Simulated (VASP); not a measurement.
# CoSi2 (Fm-3m) in VASP: a series of runs

The runs below take CoSi2 through single point, relaxation of cell and atoms, with PBEsol.

Program: VASP 6.6.1. These are calculated values, not measurements. Logs are shortened: lines on timing, memory, paths and dates and some standing lists are left out, and cuts for length are marked.

## (1) The cell of the first run

Symmetry: Fm-3m, No. 225, cubic system. Conventional cell: a = 5.356 Å, b = 5.356 Å, c = 5.356 Å, α = 90.00°, β = 90.00°, γ = 90.00°. Within 3.1 Å of Co (site symmetry m-3m) lie 8 Si at 2.32 Å. Si (site symmetry -43m) has 4 Co at 2.32 Å and 6 Si at 2.68 Å within 3.1 Å.

## (2) Single point, PBEsol, collinear spin, ferromagnetic start

INCAR

```
SYSTEM = CoSi2
ALGO = Normal
EDIFF = 1E-6
ENCUT = 520
GGA = PS
ISIF = 2
ISMEAR = 0
ISPIN = 2
LASPH = .True.
LCHARG = .True.
LELF = .True.
LMAXMIX = 4
LORBIT = 11
LREAL = .False.
LVHAR = .True.
LWAVE = .False.
MAGMOM = 3 0 0
NBANDS = 20
NELM = 150
PREC = Accurate
SIGMA = 0.1
```

KPOINTS

```
k-points
0
Gamma
  6 6 6
  0 0 0
```

POSCAR

```
CoSi2
1.0
    0.0000000000      2.6780000000      2.6780000000
    2.6780000000      0.0000000000      2.6780000000
    2.6780000000      2.6780000000      0.0000000000
Co Si
1 2
Direct
    0.0000000000      0.0000000000      0.0000000000
    0.2500000000      0.2500000000      0.2500000000
    0.7500000000      0.7500000000      0.7500000000
```

Potentials or basis: VASP PAW PBE potentials, release 64 (Co, Si).

On the command line:

```bash
$ cat potpaw_PBE.64/Co/POTCAR potpaw_PBE.64/Si/POTCAR > POTCAR
$ mpirun -np 1 vasp_std > vasp.out
```

OUTCAR:

```text
SYSTEM = CoSi2
   EDIFF = 1E-6
   ENCUT = 520
   GGA = PS
   ISIF = 2
   ISMEAR = 0
   ISPIN = 2
   LASPH = .True.
   LORBIT = 11
   LREAL = .False.
   NELM = 150
   PREC = Accurate

 ion  position               nearest neighbor table
   1  0.000  0.000  0.000-   3 2.32   2 2.32   3 2.32   2 2.32   3 2.32   3 2.32   2 2.32   2 2.32

   2  0.250  0.250  0.250-   1 2.32   1 2.32   1 2.32   1 2.32   3 2.68   3 2.68   3 2.68   3 2.68
                             3 2.68   3 2.68
   3  0.750  0.750  0.750-   1 2.32   1 2.32   1 2.32   1 2.32   2 2.68   2 2.68   2 2.68   2 2.68
                             2 2.68   2 2.68

  LATTYP: Found a face centered cubic cell.
 ALAT       =     5.3560000000

  Lattice vectors:

 A1 = (   0.0000000000,   2.6780000000,   2.6780000000)
 A2 = (   2.6780000000,   0.0000000000,   2.6780000000)
 A3 = (   2.6780000000,   2.6780000000,   0.0000000000)

Analysis of symmetry for initial positions (statically):
=====================================================================
 Subroutine PRICEL returns:
 Original cell was already a primitive cell.

 Routine SETGRP: Setting up the symmetry group for a
 face centered cubic supercell.

 Subroutine GETGRP returns: Found 48 space group operations
 (whereof 48 operations were pure point group operations)
 out of a pool of 48 trial point group operations.

The static configuration has the point symmetry O_h .

Analysis of symmetry for dynamics (positions and initial velocities):
=====================================================================
 Subroutine PRICEL returns:
 Original cell was already a primitive cell.

 Routine SETGRP: Setting up the symmetry group for a
 face centered cubic supercell.

 Subroutine GETGRP returns: Found 48 space group operations
 (whereof 48 operations were pure point group operations)
 out of a pool of 48 trial point group operations.

The dynamic configuration has the point symmetry O_h .

Analysis of structural, dynamic, and magnetic symmetry:
=====================================================================
 Subroutine PRICEL returns:
 Original cell was already a primitive cell.

 Routine SETGRP: Setting up the symmetry group for a
 face centered cubic supercell.

 Subroutine GETGRP returns: Found 48 space group operations
 (whereof 48 operations were pure point group operations)
 out of a pool of 48 trial point group operations.

The overall configuration has the point symmetry O_h .

 Subroutine INISYM returns: Found 48 space group operations
 (whereof 48 operations are pure point group operations),
 and found     1 'primitive' translations

----------------------------------------------------------------------------------------

                                     Primitive cell

  volume of cell :      38.4115

  direct lattice vectors                    reciprocal lattice vectors
     0.000000000  2.678000000  2.678000000    -0.186706497  0.186706497  0.186706497
     2.678000000  0.000000000  2.678000000     0.186706497 -0.186706497  0.186706497
     2.678000000  2.678000000  0.000000000     0.186706497  0.186706497 -0.186706497

  length of vectors
     3.787263920  3.787263920  3.787263920     0.323385140  0.323385140  0.323385140

  position of ions in fractional coordinates (direct lattice)
     0.000000000  0.000000000  0.000000000
     0.250000000  0.250000000  0.250000000
     0.750000000  0.750000000  0.750000000

  ion indices of the primitive-cell ions
   primitive index   ion index
                 1           1
                 2           2
                 3           3

----------------------------------------------------------------------------------------

 KPOINTS: k-points

Automatic generation of k-mesh.
 Grid dimensions read from file:
 generate k-points for:    6    6    6

 Generating k-lattice:

  Cartesian coordinates                     Fractional coordinates (reciprocal lattice)
    -0.031117750  0.031117750  0.031117750     0.166666667  0.000000000  0.000000000
     0.031117750 -0.031117750  0.031117750     0.000000000  0.166666667  0.000000000
     0.031117750  0.031117750 -0.031117750     0.000000000  0.000000000  0.166666667

  Length of vectors
     0.053897523  0.053897523  0.053897523

  Shift w.r.t. Gamma in fractional coordinates (k-lattice)
     0.000000000  0.000000000  0.000000000

 Subroutine IBZKPT returns following result:
 ===========================================

 Found     16 irreducible k-points:

 Following reciprocal coordinates:
            Coordinates               Weight
  0.000000  0.000000  0.000000      1.000000
  0.166667  0.000000  0.000000      8.000000
  0.333333  0.000000  0.000000      8.000000
  0.500000  0.000000  0.000000      4.000000
  0.166667  0.166667  0.000000      6.000000
  0.333333  0.166667  0.000000     24.000000
[... 8 lines left out ...]
 -0.333333  0.333333  0.166667     24.000000
 -0.333333  0.500000  0.166667     12.000000
   k-points           NKPTS =     16   k-points in BZ     NKDIM =     16   number of bands    NBANDS=     20
   number of dos      NEDOS =    301   number of ions     NIONS =      3
   total plane-waves  NPLWV =  21952
   dimension x,y,z NGX =    28 NGY =   28 NGZ =   28
   dimension x,y,z NGXF=    56 NGYF=   56 NGZF=   56
   ions per type =               1   2
   NGX,Y,Z   is equivalent  to a cutoff of  12.29, 12.29, 12.29 a.u.
   NGXF,Y,Z  is equivalent  to a cutoff of  24.58, 24.58, 24.58 a.u.
 SYSTEM =  CoSi2
   PREC   = accura    normal or accurate (medium, high low for compatibility)
   ISTART =      0    job   : 0-new  1-cont  2-samecut
   ICHARG =      2    charge: 1-file 2-atom 10-const
   ISPIN  =      2    spin polarized calculation?
   LNONCOLLINEAR =      F non collinear calculations
   LSORBIT =      F    spin-orbit coupling
   LASPH  =      T    aspherical Exc in radial PAW
   ENCUT  =  520.0 eV  38.22 Ry    6.18 a.u.   7.04  7.04  7.04*2*pi/ulx,y,z
   NELM   =    150;   NELMIN=  2; NELMDL= -5     # of ELM steps
   EDIFF  = 0.1E-05   stopping-criterion for ELM
   LREAL  =      F    real-space projection
   EDIFFG = 0.1E-04   stopping-criterion for IOM
   NSW    =      0    number of steps for IOM
   IBRION =     -1    ionic relax: 0-MD 1-quasi-New 2-CG
   NFREE  =      0    steps in history (QN), initial steepest desc. (CG)
   ISIF   =      2    stress and relaxation
   ISYM   =      2    0-nonsym 1-usesym 2-fastsym
   POTIM  = 0.5000    time-step for ionic-motion
   TEBEG  =    0.0;   TEEND  =   0.0 temperature during run
   PSTRESS=    0.0 pullay stress
   NELECT =      17.0000    total number of electrons
   NUPDOWN=      -1.0000    fix difference up-down
   EMIN   =  10.00;   EMAX   =-10.00  energy-range for DOS
   EFERMI =   0.00;   METHOD = LEGACY
   ISMEAR =     0;   SIGMA  =   0.10  broadening in eV -4-tet -1-fermi 0-gaus
   EFERMI_NEDOS =   21; number of points for ismear=-14 and -15
   IALGO  =     38    algorithm
   IMIX   =      4    mixing-type and parameters
     AMIX     =   0.40;   BMIX     =  1.00
     AMIX_MAG =   1.60;   BMIX_MAG =  1.00
  volume/ion in A,a.u.               =      12.80        86.40
  Fermi-wavevector in a.u.,A,eV,Ry     =   1.247586  2.357596 21.177078  1.556471
  Thomas-Fermi vector in A             =   2.381712
   LORBIT       =     11    0 simple, 1 ext, 2 COOP (PROOUT), +10 PAW based schemes
   GGA     = PS    functional components
   LHFCALC =     F    Hartree Fock is set to
   AEXX    =    0.0000 exact exchange contribution
   IVDW    =     0    specifies the selected vdW correction
   LEPSILON=     F    determine dielectric tensor
   LRPA    =     F    only Hartree local field effects (RPA)
 spin polarized calculation
 Gauss-broadening in eV      SIGMA  =   0.10
  energy-cutoff  :      520.00
  volume of cell :       38.41
 maximum number of plane-waves:      1056
   NGX = 15   NGY = 15   NGZ = 15

 number of electron      16.9999995 magnetization      -0.0051411

 number of electron      16.9999995 magnetization       0.0003901

 Free energy of the ion-electron system (eV)
  ---------------------------------------------------
  ext. energy  EPLUGINS =         0.00000000
  ---------------------------------------------------
  free energy    TOTEN  =       -20.96447524 eV

  energy without entropy =      -20.95557178  energy(sigma->0) =      -20.96002351

 E-fermi :  10.1334     XC(G=0): -11.8558

 val. band max:        9.7585833720   @ k =  -0.1667   0.1667   0.0000
 cond. band min:      10.1502325720   @ k =  -0.3333   0.1667   0.0000
 fundamental gap:      0.3916491999
 Fermi energy:        10.1333546740

 spin component 1

 k-point     1 :       0.0000    0.0000    0.0000
  band No.  band energies     occupation
      1      -3.1228      1.00000
      2       5.9183      1.00000
      3       5.9183      1.00000
      4       5.9183      1.00000
      5       8.0970      1.00000
      6       8.0970      1.00000
[... 12 lines left out ...]
     19      20.3391      0.00000
     20      24.8694      0.00000

 k-point     2 :       0.1667    0.0000    0.0000
  band No.  band energies     occupation
      1      -2.7024      1.00000
      2       4.9649      1.00000
      3       6.0592      1.00000
      4       6.0592      1.00000
      5       7.9943      1.00000
      6       7.9943      1.00000
[... 12 lines left out ...]
     19      22.1573      0.00000
     20      26.1068      0.00000
[... 280 lines left out ...]
      2       1.4811      1.00000
      3       4.7428      1.00000
      4       4.9768      1.00000
      5       7.2710      1.00000
      6       7.8152      1.00000
[... 12 lines left out ...]
     19      24.3062      0.00000
     20      26.7621      0.00000

 k-point    16 :      -0.3333    0.5000    0.1667
  band No.  band energies     occupation
      1       1.3940      1.00000
      2       2.5612      1.00000
      3       3.3197      1.00000
      4       4.8242      1.00000
      5       7.2627      1.00000
      6       7.9173      1.00000
[... 12 lines left out ...]
     19      24.7781      0.00000
     20      26.8589      0.00000
 Fermi energy:        10.1333546740

 spin component 2

 k-point     1 :       0.0000    0.0000    0.0000
  band No.  band energies     occupation
      1      -3.1228      1.00000
      2       5.9184      1.00000
      3       5.9184      1.00000
      4       5.9184      1.00000
      5       8.0971      1.00000
      6       8.0971      1.00000
[... 12 lines left out ...]
     19      20.3391      0.00000
     20      24.8695      0.00000

 k-point     2 :       0.1667    0.0000    0.0000
  band No.  band energies     occupation
      1      -2.7024      1.00000
      2       4.9649      1.00000
      3       6.0592      1.00000
      4       6.0592      1.00000
      5       7.9944      1.00000
      6       7.9944      1.00000
[... 12 lines left out ...]
     19      22.1573      0.00000
     20      26.1069      0.00000
[... 281 lines left out ...]
      3       4.7428      1.00000
      4       4.9768      1.00000
      5       7.2711      1.00000
      6       7.8153      1.00000
[... 12 lines left out ...]
     19      24.3062      0.00000
     20      26.7621      0.00000

 k-point    16 :      -0.3333    0.5000    0.1667
  band No.  band energies     occupation
      1       1.3940      1.00000
      2       2.5612      1.00000
      3       3.3196      1.00000
      4       4.8242      1.00000
      5       7.2627      1.00000
      6       7.9174      1.00000
[... 12 lines left out ...]
     19      24.7781      0.00000
     20      26.8590      0.00000

------------------------ aborting loop because EDIFF is reached ----------------------------------------

  FORCE on cell =-STRESS in cart. coord.  units (eV):
  Direction    XX          YY          ZZ          XY          YZ          ZX
  --------------------------------------------------------------------------------------
  -------------------------------------------------------------------------------------
  Total       -1.0495414     -1.0495414     -1.0495414     -0.0000000      0.0000000      0.0000000
  in kB      -43.7772472    -43.7772472    -43.7772472     -0.0000000      0.0000000      0.0000000
  external PRESSURE =     -43.7772472 kB  Pullay stress =       0.0000000 kB

 VOLUME and BASIS-vectors are now :
 -----------------------------------------------------------------------------
  energy-cutoff  :      520.00
  volume of cell :       38.41
      direct lattice vectors                 reciprocal lattice vectors
     0.000000000  2.678000000  2.678000000    -0.186706497  0.186706497  0.186706497
     2.678000000  0.000000000  2.678000000     0.186706497 -0.186706497  0.186706497
     2.678000000  2.678000000  0.000000000     0.186706497  0.186706497 -0.186706497

 POSITION                                       TOTAL-FORCE (eV/Angst)
 -----------------------------------------------------------------------------------
      0.00000      0.00000      0.00000        -0.000000     -0.000000     -0.000000
      1.33900      1.33900      1.33900         0.000000      0.000000      0.000000
      4.01700      4.01700      4.01700        -0.000000     -0.000000     -0.000000
 -----------------------------------------------------------------------------------
    total drift:                               -0.000000     -0.000000      0.000000

  FREE ENERGIE OF THE ION-ELECTRON SYSTEM (eV)
  ---------------------------------------------------
  free  energy   TOTEN  =       -20.9644752358 eV

  energy  without entropy=      -20.9555717818  energy(sigma->0) =      -20.96002351

 total charge

# of ion       s       p       d       tot
------------------------------------------
    1        0.541   0.721   7.604   8.866
    2        0.717   0.871   0.000   1.588
    3        0.717   0.871   0.000   1.588
--------------------------------------------------
tot          1.975   2.463   7.604  12.042

 magnetization (x)

# of ion       s       p       d       tot
------------------------------------------
    1       -0.000   0.000   0.000   0.000
    2        0.000   0.000   0.000   0.000
    3        0.000   0.000   0.000   0.000
--------------------------------------------------
tot          0.000   0.000   0.000   0.000
```

It took 16 s on 1 thread of AMD EPYC 9R45 (Zen 5), shared host; peak memory 0.15 GiB.

What came out:

```
Free energy                                           : -20.9645 eV
Pressure                                              : -4.4 GPa
Net moment                                            : 0.00 μB per cell
Valence electrons inside the program's atomic spheres : Co 8.87; Si 1.59
```

Caveat: the starting moments collapsed, and a magnetic state may lie lower; the PAW data sets were made with another functional, which shifts forces and pressure a little.

[end of part 1 of 2]
